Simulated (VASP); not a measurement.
# LiCo3Pt (Pm-3m) in VASP: further runs

LiCo3Pt is run at these levels: PBE; tasks: single point, relaxation of cell and atoms.

Everything below comes from runs of VASP 6.6.1. Logs are shortened: lines on timing, memory, paths and dates and some standing lists are left out, and cuts for length are marked.

### 1 The cell of the first run

Symmetry: Pm-3m, No. 221, cubic system. Conventional cell: a = 4.557 Å, b = 4.557 Å, c = 4.557 Å, α = 90.00°, β = 90.00°, γ = 90.00°. Within 4.2 Å of Li (site symmetry m-3m) lie 12 Co at 3.22 Å and 8 Pt at 3.95 Å. Co (site symmetry 4/mmm) has 2 Pt at 2.28 Å within 3.0 Å. Pt (site symmetry m-3m) has 6 Co at 2.28 Å within 3.0 Å.

### 2 Single point, PBE

INCAR

```
ALGO     = Normal         # electronic algorithm
EDIFF    = 1E-6           # SCF threshold, eV
ENCUT    = 520            # plane-wave cutoff, eV
GGA      = PE             # functional
ISIF     = 2              # what is computed and relaxed
ISMEAR   = 0              # smearing method
LASPH    = T              # aspherical terms in the spheres
LCHARG   = F              # write CHGCAR
LREAL    = F              # projectors in reciprocal space
LWAVE    = F              # write WAVECAR
NBANDS   = 28             # bands
NELM     = 100            # most SCF steps
PREC     = Accurate       # precision mode
SIGMA    = 0.1            # smearing width, eV
```

KPOINTS

```
k-points
0
Gamma
  4 4 4
```

POSCAR

```
LiCo3Pt
1.0
    4.5573210017      0.0000000000      0.0000000000
    0.0000000000      4.5573210017      0.0000000000
    0.0000000000      0.0000000000      4.5573210017
Li Co Pt
1 3 1
Direct
    0.0000000000      0.0000000000      0.0000000000
    0.0000000000      0.5000000000      0.5000000000
    0.5000000000      0.0000000000      0.5000000000
    0.5000000000      0.5000000000      0.0000000000
    0.5000000000      0.5000000000      0.5000000000
```

Potentials or basis: VASP PAW PBE potentials, release 64 (Li_sv, Co, Pt).

Run with:

```sh
cat potpaw_PBE.64/Li_sv/POTCAR potpaw_PBE.64/Co/POTCAR potpaw_PBE.64/Pt/POTCAR > POTCAR
mpirun -np 1 vasp_std > vasp.out
```

OUTCAR:

```text
EDIFF = 1E-6
   ENCUT = 520
   GGA = PE
   ISIF = 2
   ISMEAR = 0
   LASPH = T
   LREAL = F
   NELM = 100
   PREC = Accurate

 ion  position               nearest neighbor table
   1  0.000  0.000  0.000-
   2  0.000  0.500  0.500-   5 2.28   5 2.28
   3  0.500  0.000  0.500-   5 2.28   5 2.28
   4  0.500  0.500  0.000-   5 2.28   5 2.28
   5  0.500  0.500  0.500-   2 2.28   3 2.28   4 2.28   4 2.28   3 2.28   2 2.28

  LATTYP: Found a simple cubic cell.
 ALAT       =     4.5573210017

  Lattice vectors:

 A1 = (   4.5573210017,   0.0000000000,   0.0000000000)
 A2 = (   0.0000000000,   4.5573210017,   0.0000000000)
 A3 = (   0.0000000000,   0.0000000000,   4.5573210017)

Analysis of symmetry for initial positions (statically):
=====================================================================
 Subroutine PRICEL returns:
 Original cell was already a primitive cell.

 Routine SETGRP: Setting up the symmetry group for a
 simple cubic supercell.

 Subroutine GETGRP returns: Found 48 space group operations
 (whereof 48 operations were pure point group operations)
 out of a pool of 48 trial point group operations.

The static configuration has the point symmetry O_h .

Analysis of symmetry for dynamics (positions and initial velocities):
=====================================================================
 Subroutine PRICEL returns:
 Original cell was already a primitive cell.

 Routine SETGRP: Setting up the symmetry group for a
 simple cubic supercell.

 Subroutine GETGRP returns: Found 48 space group operations
 (whereof 48 operations were pure point group operations)
 out of a pool of 48 trial point group operations.

The dynamic configuration has the point symmetry O_h .

 Subroutine INISYM returns: Found 48 space group operations
 (whereof 48 operations are pure point group operations),
 and found     1 'primitive' translations

----------------------------------------------------------------------------------------

                                     Primitive cell

  volume of cell :      94.6518

  direct lattice vectors                    reciprocal lattice vectors
     4.557321002  0.000000000  0.000000000     0.219427159  0.000000000  0.000000000
     0.000000000  4.557321002  0.000000000     0.000000000  0.219427159  0.000000000
     0.000000000  0.000000000  4.557321002     0.000000000  0.000000000  0.219427159

  length of vectors
     4.557321002  4.557321002  4.557321002     0.219427159  0.219427159  0.219427159

  position of ions in fractional coordinates (direct lattice)
     0.000000000  0.000000000  0.000000000
     0.000000000  0.500000000  0.500000000
     0.500000000  0.000000000  0.500000000
     0.500000000  0.500000000  0.000000000
     0.500000000  0.500000000  0.500000000

  ion indices of the primitive-cell ions
   primitive index   ion index
                 1           1
                 2           2
                 3           3
                 4           4
                 5           5

----------------------------------------------------------------------------------------

 KPOINTS: k-points

Automatic generation of k-mesh.
 Grid dimensions read from file:
 generate k-points for:    4    4    4

 Generating k-lattice:

  Cartesian coordinates                     Fractional coordinates (reciprocal lattice)
     0.054856790  0.000000000  0.000000000     0.250000000  0.000000000  0.000000000
     0.000000000  0.054856790  0.000000000     0.000000000  0.250000000  0.000000000
     0.000000000  0.000000000  0.054856790     0.000000000  0.000000000  0.250000000

  Length of vectors
     0.054856790  0.054856790  0.054856790

  Shift w.r.t. Gamma in fractional coordinates (k-lattice)
     0.000000000  0.000000000  0.000000000

 Subroutine IBZKPT returns following result:
 ===========================================

 Found     10 irreducible k-points:

 Following reciprocal coordinates:
            Coordinates               Weight
  0.000000  0.000000  0.000000      1.000000
  0.250000  0.000000  0.000000      6.000000
  0.500000  0.000000  0.000000      3.000000
  0.250000  0.250000  0.000000     12.000000
  0.500000  0.250000  0.000000     12.000000
  0.500000  0.500000  0.000000      3.000000
  0.250000  0.250000  0.250000      8.000000
  0.500000  0.250000  0.250000     12.000000
  0.500000  0.500000  0.250000      6.000000
  0.500000  0.500000  0.500000      1.000000
   k-points           NKPTS =     10   k-points in BZ     NKDIM =     10   number of bands    NBANDS=     28
   number of dos      NEDOS =    301   number of ions     NIONS =      5
   total plane-waves  NPLWV =  46656
   dimension x,y,z NGX =    36 NGY =   36 NGZ =   36
   dimension x,y,z NGXF=    72 NGYF=   72 NGZF=   72
   ions per type =               1   3   1
   NGX,Y,Z   is equivalent  to a cutoff of  13.13, 13.13, 13.13 a.u.
   NGXF,Y,Z  is equivalent  to a cutoff of  26.26, 26.26, 26.26 a.u.
 SYSTEM =  unknown system
   PREC   = accura    normal or accurate (medium, high low for compatibility)
   ISTART =      0    job   : 0-new  1-cont  2-samecut
   ICHARG =      2    charge: 1-file 2-atom 10-const
   ISPIN  =      1    spin polarized calculation?
   LNONCOLLINEAR =      F non collinear calculations
   LSORBIT =      F    spin-orbit coupling
   LASPH  =      T    aspherical Exc in radial PAW
   ENCUT  =  520.0 eV  38.22 Ry    6.18 a.u.   8.47  8.47  8.47*2*pi/ulx,y,z
   NELM   =    100;   NELMIN=  2; NELMDL= -5     # of ELM steps
   EDIFF  = 0.1E-05   stopping-criterion for ELM
   LREAL  =      F    real-space projection
   EDIFFG = 0.1E-04   stopping-criterion for IOM
   NSW    =      0    number of steps for IOM
   IBRION =     -1    ionic relax: 0-MD 1-quasi-New 2-CG
   NFREE  =      0    steps in history (QN), initial steepest desc. (CG)
   ISIF   =      2    stress and relaxation
   ISYM   =      2    0-nonsym 1-usesym 2-fastsym
   POTIM  = 0.5000    time-step for ionic-motion
   TEBEG  =    0.0;   TEEND  =   0.0 temperature during run
   PSTRESS=    0.0 pullay stress
   NELECT =      40.0000    total number of electrons
   NUPDOWN=      -1.0000    fix difference up-down
   EMIN   =  10.00;   EMAX   =-10.00  energy-range for DOS
   EFERMI =   0.00;   METHOD = LEGACY
   ISMEAR =     0;   SIGMA  =   0.10  broadening in eV -4-tet -1-fermi 0-gaus
   EFERMI_NEDOS =   21; number of points for ismear=-14 and -15
   IALGO  =     38    algorithm
   IMIX   =      4    mixing-type and parameters
     AMIX     =   0.40;   BMIX     =  1.00
     AMIX_MAG =   1.60;   BMIX_MAG =  1.00
  volume/ion in A,a.u.               =      18.93       127.75
  Fermi-wavevector in a.u.,A,eV,Ry     =   1.228528  2.321582 20.535029  1.509282
  Thomas-Fermi vector in A             =   2.363450
   LORBIT       =      0    0 simple, 1 ext, 2 COOP (PROOUT), +10 PAW based schemes
   GGA     = PE    functional components
   LHFCALC =     F    Hartree Fock is set to
   AEXX    =    0.0000 exact exchange contribution
   IVDW    =     0    specifies the selected vdW correction
   LEPSILON=     F    determine dielectric tensor
   LRPA    =     F    only Hartree local field effects (RPA)
 non-spin polarized calculation
 Gauss-broadening in eV      SIGMA  =   0.10
  energy-cutoff  :      520.00
  volume of cell :       94.65
 maximum number of plane-waves:      2560
 NGX is ok and might be reduce to    36
   NGX = 17   NGY = 17   NGZ = 17

 number of electron      40.0000015 magnetization

 Free energy of the ion-electron system (eV)
  ---------------------------------------------------
  ext. energy  EPLUGINS =         0.00000000
  ---------------------------------------------------
  free energy    TOTEN  =       -22.43606913 eV

  energy without entropy =      -22.33523796  energy(sigma->0) =      -22.38565354

 E-fermi :   4.2778     XC(G=0):  -9.8211

 val. band max:        4.2604646014   @ k =   0.5000   0.2500   0.2500
 cond. band min:       4.2889905256   @ k =   0.2500   0.2500   0.2500
 fundamental gap:      0.0285259242
 Fermi energy:         4.2777613656

 k-point     1 :       0.0000    0.0000    0.0000
  band No.  band energies     occupation
      1     -42.1951      2.00000
      2      -2.7971      2.00000
      3      -1.8650      2.00000
      4      -1.8650      2.00000
      5      -0.9235      2.00000
      6      -0.9235      2.00000
[... 20 lines left out ...]
     27      10.0327      0.00000
     28      10.0327      0.00000

 k-point     2 :       0.2500    0.0000    0.0000
  band No.  band energies     occupation
      1     -42.1951      2.00000
      2      -2.4910      2.00000
      3      -1.8497      2.00000
      4      -1.3632      2.00000
      5      -0.9073      2.00000
      6      -0.7686      2.00000
[... 20 lines left out ...]
     27       9.8818      0.00000
     28      10.7040      0.00000

 k-point     3 :       0.5000    0.0000    0.0000
  band No.  band energies     occupation
      1     -42.1951      2.00000
      2      -2.2532      2.00000
      3      -1.8345      2.00000
      4      -0.8909      2.00000
      5      -0.5900      2.00000
      6      -0.5900      2.00000
[... 20 lines left out ...]
     27       9.3387      0.00000
     28       9.6842      0.00000

 k-point     4 :       0.2500    0.2500    0.0000
  band No.  band energies     occupation
      1     -42.1951      2.00000
      2      -2.1777      2.00000
      3      -1.4632      2.00000
      4      -1.2233      2.00000
      5      -0.7536      2.00000
      6      -0.7422      2.00000
[... 144 lines left out ...]
     27       7.7635      0.00000
     28       9.5636      0.00000

 k-point     9 :       0.5000    0.5000    0.2500
  band No.  band energies     occupation
      1     -42.1950      2.00000
      2      -1.1872      2.00000
      3      -0.3797      2.00000
      4      -0.3797      2.00000
      5      -0.2459      2.00000
      6      -0.1039      2.00000
[... 20 lines left out ...]
     27       7.8829      0.00000
     28       7.8829      0.00000

 k-point    10 :       0.5000    0.5000    0.5000
  band No.  band energies     occupation
      1     -42.1950      2.00000
      2      -0.1977      2.00000
      3      -0.1977      2.00000
      4      -0.1977      2.00000
      5      -0.0876      2.00000
      6      -0.0876      2.00000
[... 20 lines left out ...]
     27       5.9152      0.00000
     28       5.9152      0.00000

------------------------ aborting loop because EDIFF is reached ----------------------------------------

  FORCE on cell =-STRESS in cart. coord.  units (eV):
  Direction    XX          YY          ZZ          XY          YZ          ZX
  --------------------------------------------------------------------------------------
  -------------------------------------------------------------------------------------
  Total       -0.0440107     -0.0440107     -0.0440107      0.0000000      0.0000000     -0.0000000
  in kB       -0.7449715     -0.7449715     -0.7449715      0.0000000      0.0000000     -0.0000000
  external PRESSURE =      -0.7449715 kB  Pullay stress =       0.0000000 kB

 VOLUME and BASIS-vectors are now :
 -----------------------------------------------------------------------------
  energy-cutoff  :      520.00
  volume of cell :       94.65
      direct lattice vectors                 reciprocal lattice vectors
     4.557321002  0.000000000  0.000000000     0.219427159  0.000000000  0.000000000
     0.000000000  4.557321002  0.000000000     0.000000000  0.219427159  0.000000000
     0.000000000  0.000000000  4.557321002     0.000000000  0.000000000  0.219427159

 POSITION                                       TOTAL-FORCE (eV/Angst)
 -----------------------------------------------------------------------------------
      0.00000      0.00000      0.00000         0.000000      0.000000      0.000000
      0.00000      2.27866      2.27866         0.000000      0.000000      0.000000
      2.27866      0.00000      2.27866         0.000000      0.000000      0.000000
      2.27866      2.27866      0.00000         0.000000      0.000000      0.000000
      2.27866      2.27866      2.27866         0.000000      0.000000      0.000000
 -----------------------------------------------------------------------------------
    total drift:                                0.000000      0.000000      0.000000

  FREE ENERGIE OF THE ION-ELECTRON SYSTEM (eV)
  ---------------------------------------------------
  free  energy   TOTEN  =       -22.4360691263 eV

  energy  without entropy=      -22.3352379558  energy(sigma->0) =      -22.38565354
```

It took 28 s on 1 thread of Intel Xeon 6975P-C, shared host; peak memory 0.21 GiB.

What came out:

```
Free energy            : -22.4361 eV
Band gap on the k mesh : zero (band 20 reaches 4.66 eV, above the bottom of band 21 at 4.14 eV)
```

Caveat: the cutoff is under 1.25 times the usual one of these potentials, so pressure, stress and relaxed cells hold a basis-set (Pulay) error; spin-orbit coupling is left out, which moves the levels of the heavy elements. Spin polarisation is off, so any magnetic state and its effect on volume and gap are missing.

(Part 1 of 2 ends here.)
